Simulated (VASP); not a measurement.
# Si (P1) in VASP: relaxation of the atoms with PBE

Aim: the relaxation of the atoms of Si with PBE.

Program: VASP 6.6.1. These are calculated values, not measurements. Logs are shortened: lines on timing, memory, paths and dates and some standing lists are left out, and cuts for length are marked.

## 1. The cell of the first run

The typed cell holds 64 atoms: a = 10.862 Å, b = 10.862 Å, c = 10.862 Å, α = 90.00°, β = 90.00°, γ = 90.00°.

## 2. Relaxation of the atoms, PBE

INCAR

```
SYSTEM = Si
ALGO     = Normal         ! electronic algorithm
EDIFF    = 1E-7           ! SCF threshold, eV
EDIFFG   = -1.0           ! ionic threshold
ENCUT    = 520            ! plane-wave cutoff, eV
GGA      = PE             ! functional
IBRION   = 2              ! ionic algorithm
ISIF     = 2              ! what is computed and relaxed
ISMEAR   = -1             ! smearing method
LASPH    = .True.         ! aspherical terms in the spheres
LCHARG   = .False.        ! write CHGCAR
LREAL    = Auto         
LWAVE    = .False.        ! write WAVECAR
NCORE    = 4            
NELM     = 100            ! most SCF steps
NSW      = 23             ! ionic steps
PREC     = Accurate       ! precision mode
SIGMA    = 0.05           ! smearing width, eV
```

KPOINTS

```
k-points
0
Gamma
  1 1 1
  0 0 0
```

POSCAR

```
Si
1.0
   10.8620000000      0.0000000000      0.0000000000
    0.0000000000     10.8620000000      0.0000000000
    0.0000000000      0.0000000000     10.8620000000
Si
64
Direct
   -0.0015720000      0.0002650000     -0.0007800000
    0.0006240000      0.2507540000      0.2473930000
    0.2470790000      0.0020250000      0.2485560000
    0.2484060000      0.2529740000     -0.0001780000
    0.1270190000      0.1248580000      0.1258340000
    0.1229040000      0.3758090000      0.3772080000
    0.3751390000      0.1264480000      0.3760280000
    0.3723840000      0.3765490000      0.1255470000
   -0.0011920000     -0.0028140000      0.5021930000
   -0.0001640000      0.2513130000      0.7522730000
    0.2512850000      0.0025270000      0.7493700000
    0.2518050000      0.2496680000      0.5026140000
    0.1272730000      0.1225850000      0.6228160000
    0.1233020000      0.3777930000      0.8746170000
    0.3757600000      0.1238060000      0.8750430000
    0.3743150000      0.3741050000      0.6255100000
    0.0005060000      0.5024250000      0.0010920000
    0.0025740000      0.7521380000      0.2529460000
    0.2510280000      0.4979790000      0.2521640000
    0.2527880000      0.7524280000      0.0004150000
    0.1262830000      0.6232670000      0.1269900000
    0.1254410000      0.8737100000      0.3723810000
    0.3771240000      0.6279390000      0.3725310000
    0.3768040000      0.8744630000      0.1229050000
   -0.0012370000      0.5016130000      0.5022370000
   -0.0027350000      0.7506870000      0.7472700000
    0.2513110000      0.4989860000      0.7522850000
    0.2528840000      0.7500330000      0.5029910000
    0.1238580000      0.6224620000      0.6255990000
    0.1221880000      0.8731840000      0.8744480000
    0.3756630000      0.6229370000      0.8722550000
    0.3772070000      0.8738830000      0.6277520000
    0.5023800000     -0.0007330000     -0.0002380000
    0.5001200000      0.2508630000      0.2505740000
    0.7503560000      0.0007210000      0.2526440000
    0.7500420000      0.2495870000      0.0013220000
    0.6234260000      0.1238070000      0.1278670000
    0.6251270000      0.3752910000      0.3720690000
    0.8744910000      0.1254800000      0.3721200000
    0.8756950000      0.3757930000      0.1223600000
    0.5007640000     -0.0002020000      0.5010760000
    0.4991150000      0.2512420000      0.7514280000
    0.7471330000     -0.0026370000      0.7510560000
    0.7527800000      0.2485070000      0.4997380000
    0.6255560000      0.1239200000      0.6241840000
    0.6238760000      0.3742150000      0.8755740000
    0.8738020000      0.1242630000      0.8766340000
    0.8721620000      0.3754160000      0.6264110000
    0.4988600000      0.4983350000      0.0018230000
    0.4984320000      0.7481240000      0.2496110000
    0.7511880000      0.4976110000      0.2489320000
    0.7490030000      0.7520010000     -0.0003690000
    0.6271330000      0.6230160000      0.1240200000
    0.6259010000      0.8773090000      0.3747070000
    0.8733500000      0.6227260000      0.3751780000
    0.8731450000      0.8768410000      0.1270310000
    0.4981020000      0.4986720000      0.5018430000
    0.5008520000      0.7518380000      0.7490720000
    0.7477780000      0.4987520000      0.7517630000
    0.7486270000      0.7490780000      0.4995010000
    0.6245190000      0.6244570000      0.6275240000
    0.6229360000      0.8720280000      0.8776600000
    0.8772800000      0.6279210000      0.8746060000
    0.8777010000      0.8775640000      0.6233330000
```

Potentials or basis: VASP PAW PBE potentials, release 64 (Si).

Run with:

```sh
$ cat potpaw_PBE.64/Si/POTCAR > POTCAR
$ mpirun -np 4 vasp_gam > vasp.out
```

OUTCAR:

```text
SYSTEM = Si
   EDIFF = 1E-7
   EDIFFG = -1.0
   ENCUT = 520
   GGA = PE
   IBRION = 2
   ISIF = 2
   ISMEAR = -1
   LASPH = .True.
   LREAL = Auto
   NELM = 100
   NSW = 23
   PREC = Accurate

 ion  position               nearest neighbor table
   1  0.998  0.000  0.999-  47 2.33  30 2.36  56 2.36   5 2.38
   2  0.001  0.251  0.247-   5 2.34  40 2.35  39 2.36   6 2.37
   3  0.247  0.002  0.249-   5 2.29  22 2.34   7 2.38  24 2.40
   4  0.248  0.253  1.000-   8 2.34  14 2.35   5 2.36  15 2.39
   5  0.127  0.125  0.126-   3 2.29   2 2.34   4 2.36   1 2.38
   6  0.123  0.376  0.377-  25 2.35  19 2.35   2 2.37  12 2.39
[... 56 lines left out ...]
  63  0.877  0.628  0.875-  26 2.32  17 2.35  52 2.37  59 2.39
  64  0.878  0.878  0.623-   9 2.27  26 2.32  43 2.37  60 2.39

  LATTYP: Found a simple cubic cell.
 ALAT       =    10.8620000000

  Lattice vectors:

 A1 = (  10.8620000000,   0.0000000000,   0.0000000000)
 A2 = (   0.0000000000,  10.8620000000,   0.0000000000)
 A3 = (   0.0000000000,   0.0000000000,  10.8620000000)

Analysis of symmetry for initial positions (statically):
=====================================================================
 Subroutine PRICEL returns:
 Original cell was already a primitive cell.

 Routine SETGRP: Setting up the symmetry group for a
 simple cubic supercell.

 Subroutine GETGRP returns: Found  1 space group operations
 (whereof  1 operations were pure point group operations)
 out of a pool of 48 trial point group operations.

The static configuration has the point symmetry C_1 .

Analysis of symmetry for dynamics (positions and initial velocities):
=====================================================================
 Subroutine PRICEL returns:
 Original cell was already a primitive cell.

 Routine SETGRP: Setting up the symmetry group for a
 simple cubic supercell.

 Subroutine GETGRP returns: Found  1 space group operations
 (whereof  1 operations were pure point group operations)
 out of a pool of 48 trial point group operations.

The dynamic configuration has the point symmetry C_1 .

 Subroutine INISYM returns: Found  1 space group operations
 (whereof  1 operations are pure point group operations),
 and found     1 'primitive' translations

----------------------------------------------------------------------------------------

                                     Primitive cell

  volume of cell :    1281.5318

  direct lattice vectors                    reciprocal lattice vectors
    10.862000000  0.000000000  0.000000000     0.092064077  0.000000000  0.000000000
     0.000000000 10.862000000  0.000000000     0.000000000  0.092064077  0.000000000
     0.000000000  0.000000000 10.862000000     0.000000000  0.000000000  0.092064077

  length of vectors
    10.862000000 10.862000000 10.862000000     0.092064077  0.092064077  0.092064077

  position of ions in fractional coordinates (direct lattice)
     0.998428000  0.000265000  0.999220000
     0.000624000  0.250754000  0.247393000
     0.247079000  0.002025000  0.248556000
     0.248406000  0.252974000  0.999822000
     0.127019000  0.124858000  0.125834000
     0.122904000  0.375809000  0.377208000
[... 56 lines left out ...]
     0.877280000  0.627921000  0.874606000
     0.877701000  0.877564000  0.623333000
[... 147 lines left out ...]
 non-spin polarized calculation
  energy-cutoff  :      520.00
  volume of cell :     1281.53
 maximum number of plane-waves:     17229
 NGX is ok and might be reduce to    84
   NGX = 41   NGY = 41   NGZ = 41

--------------------------------------- Ionic step        1  -------------------------------------------

 number of electron     255.9999999 magnetization

 Free energy of the ion-electron system (eV)
  ---------------------------------------------------
  ext. energy  EPLUGINS =         0.00000000
  ---------------------------------------------------
  free energy    TOTEN  =      -339.78033095 eV

  energy without entropy =     -339.77167968  energy(sigma->0) =     -339.77600531

------------------------ aborting loop because EDIFF is reached ----------------------------------------

  FORCE on cell =-STRESS in cart. coord.  units (eV):
  Direction    XX          YY          ZZ          XY          YZ          ZX
  --------------------------------------------------------------------------------------
  -------------------------------------------------------------------------------------
  Total       23.0386407     23.0066505     23.0774515      2.6101296     -0.0062036      1.1902371
  in kB       28.8030209     28.7630265     28.8515423      3.2631967     -0.0077558      1.4880402
  external PRESSURE =      28.8058632 kB  Pullay stress =       0.0000000 kB

 VOLUME and BASIS-vectors are now :
 -----------------------------------------------------------------------------
  energy-cutoff  :      520.00
  volume of cell :     1281.53
      direct lattice vectors                 reciprocal lattice vectors
    10.862000000  0.000000000  0.000000000     0.092064077  0.000000000  0.000000000
     0.000000000 10.862000000  0.000000000     0.000000000  0.092064077  0.000000000
     0.000000000  0.000000000 10.862000000     0.000000000  0.000000000  0.092064077

 POSITION                                       TOTAL-FORCE (eV/Angst)
 -----------------------------------------------------------------------------------
     10.84492      0.00288     10.85353         0.194988     -0.069581      0.292906
      0.00678      2.72369      2.68718         0.015391      0.020205      0.189627
      2.68377      0.02200      2.69982         0.745516     -0.361537      0.230240
      2.69819      2.74780     10.86007         0.140410     -0.335122     -0.114594
      1.37968      1.35621      1.36681        -0.446511      0.218400     -0.524244
      1.33498      4.08204      4.09723         0.190879     -0.216429      0.060922
[... 56 lines left out ...]
      9.52902      6.82048      9.49997        -0.491432     -0.272843      0.045717
      9.53359      9.53210      6.77064        -0.948542     -0.528105      0.299274
 -----------------------------------------------------------------------------------
    total drift:                                0.002415     -0.016197      0.016780

  FREE ENERGIE OF THE ION-ELECTRON SYSTEM (eV)
  ---------------------------------------------------
  free  energy   TOTEN  =      -339.7803309478 eV

  energy  without entropy=     -339.7716796820  energy(sigma->0) =     -339.77600531

--------------------------------------- Ionic step        2  -------------------------------------------

 number of electron     255.9999980 magnetization

 Free energy of the ion-electron system (eV)
  ---------------------------------------------------
  ext. energy  EPLUGINS =         0.00000000
  ---------------------------------------------------
  free energy    TOTEN  =      -340.18895629 eV

  energy without entropy =     -340.18195852  energy(sigma->0) =     -340.18545740

 E-fermi :   6.2037     XC(G=0):  -9.3788

 val. band max:        5.8941870629   @ k =   0.0000   0.0000   0.0000
 cond. band min:       6.5533156370   @ k =   0.0000   0.0000   0.0000
 fundamental gap:      0.6591285741
 Fermi energy:         6.2036623402

 k-point     1 :       0.0000    0.0000    0.0000
  band No.  band energies     occupation
      1      -6.0917      2.00000
      2      -5.0267      2.00000
      3      -5.0259      2.00000
      4      -5.0143      2.00000
      5      -5.0109      2.00000
      6      -4.9900      2.00000
[... 132 lines left out ...]
    139       6.9960      0.00000
    140       6.9971      0.00000
 [bands above 140 left out]

------------------------ aborting loop because EDIFF is reached ----------------------------------------

  FORCE on cell =-STRESS in cart. coord.  units (eV):
  Direction    XX          YY          ZZ          XY          YZ          ZX
  --------------------------------------------------------------------------------------
  -------------------------------------------------------------------------------------
  Total       22.3735771     22.3738302     22.3548530     -1.0835350      0.0344668     -0.4687797
  in kB       27.9715551     27.9718715     27.9481461     -1.3546408      0.0430906     -0.5860706
  external PRESSURE =      27.9638576 kB  Pullay stress =       0.0000000 kB

 VOLUME and BASIS-vectors are now :
 -----------------------------------------------------------------------------
  energy-cutoff  :      520.00
  volume of cell :     1281.53
      direct lattice vectors                 reciprocal lattice vectors
    10.862000000  0.000000000  0.000000000     0.092064077  0.000000000  0.000000000
     0.000000000 10.862000000  0.000000000     0.000000000  0.092064077  0.000000000
     0.000000000  0.000000000 10.862000000     0.000000000  0.000000000  0.092064077

 POSITION                                       TOTAL-FORCE (eV/Angst)
 -----------------------------------------------------------------------------------
     10.85433     10.86152      0.00566         0.000946     -0.010072     -0.081290
      0.00752      2.72466      2.69633         0.012345      0.019757      0.107009
      2.71974      0.00455      2.71092        -0.021588      0.049471      0.020290
      2.70496      2.73164     10.85454         0.063949     -0.037815      0.001209
      1.35814      1.36674      1.34152         0.058503     -0.109643      0.095483
      1.34419      4.07160      4.10017        -0.018957      0.011359     -0.115858
[... 56 lines left out ...]
      9.50531      6.80732      9.50218         0.021698     -0.010284     -0.015315
      9.48783      9.50662      6.78508         0.124451      0.083455     -0.182475
 -----------------------------------------------------------------------------------
    total drift:                               -0.020344     -0.018878      0.030309

  FREE ENERGIE OF THE ION-ELECTRON SYSTEM (eV)
  ---------------------------------------------------
  free  energy   TOTEN  =      -340.1889562903 eV

  energy  without entropy=     -340.1819585177  energy(sigma->0) =     -340.18545740

 reached required accuracy - stopping structural energy minimisation
```

Run time: 2.5 min. Hardware: 4 MPI ranks of AMD EPYC 7R43 (Zen 3), shared host; peak memory 0.37 GiB.

What came out:

* Free energy: -340.1890 eV
* Energy gained by relaxing: 6.4 meV/atom
* Ionic steps: 2
* Pressure after relaxing: 2.8 GPa
* Largest force after relaxing: 0.293 eV/Å
* Band gap on the k mesh: 0.66 eV

Forces on the atoms (eV/Å):
```
Si   0.001 -0.010 -0.081
Si   0.012  0.020  0.107
Si  -0.022  0.049  0.020
Si   0.064 -0.038  0.001
Si   0.059 -0.110  0.095
Si  -0.019  0.011 -0.116
Si  -0.016 -0.029 -0.055
Si  -0.028  0.061 -0.026
Si  -0.115  0.005  0.269
Si  -0.017 -0.028 -0.004
Si  -0.054  0.071  0.097
Si  -0.027 -0.024  0.013
Si  -0.052  0.025  0.102
Si   0.003 -0.172 -0.050
Si  -0.056 -0.016 -0.068
Si   0.089  0.023 -0.189
Si   0.010  0.004  0.023
Si   0.121  0.150  0.074
Si  -0.048 -0.007 -0.028
Si  -0.033  0.088  0.081
Si  -0.080  0.023 -0.108
Si  -0.076 -0.171 -0.198
Si   0.115  0.095 -0.101
Si  -0.113 -0.128 -0.054
Si   0.131  0.008 -0.003
Si   0.036 -0.009  0.188
Si   0.033  0.145  0.107
Si  -0.044  0.041  0.062
Si  -0.012  0.044 -0.204
Si   0.044 -0.002  0.078
Si  -0.160 -0.118  0.059
Si  -0.068 -0.138 -0.075
Si  -0.086  0.105  0.029
Si   0.099 -0.068  0.111
Si   0.050 -0.044  0.070
Si   0.044  0.001 -0.035
Si  -0.018  0.080 -0.107
Si  -0.062  0.009 -0.048
Si  -0.041  0.044 -0.052
Si   0.009 -0.036  0.037
Si   0.016  0.097 -0.009
Si   0.031 -0.022  0.041
Si   0.030  0.168 -0.036
Si  -0.025  0.029  0.147
Si   0.038 -0.066 -0.052
Si   0.024  0.006 -0.068
Si   0.073 -0.030 -0.031
Si  -0.029 -0.052 -0.003
Si  -0.008  0.064  0.026
Si  -0.144 -0.093  0.137
Si  -0.082  0.072  0.144
Si   0.004 -0.004  0.025
Si  -0.014  0.022 -0.008
Si   0.048 -0.053  0.046
Si  -0.006  0.015 -0.008
Si   0.056 -0.100 -0.049
Si   0.072 -0.059  0.100
Si  -0.061  0.046 -0.063
Si   0.015 -0.044 -0.039
Si  -0.067 -0.043 -0.012
Si   0.080 -0.035 -0.121
Si   0.133  0.051  0.012
Si   0.022 -0.010 -0.015
Si   0.124  0.083 -0.182
```

Step by step:
| step | energy change (eV) | largest force (eV/Å) | pressure (GPa) |
| --- | --- | --- | --- |
| 1 | 0.0000 | 1.1784 | 2.88 |
| 2 | -0.4086 | 0.2928 | 2.80 |

Caveat: the k points lie up to 0.58 Å⁻¹ apart; an odd mesh through Γ misses points on the zone boundary, where band edges can lie.
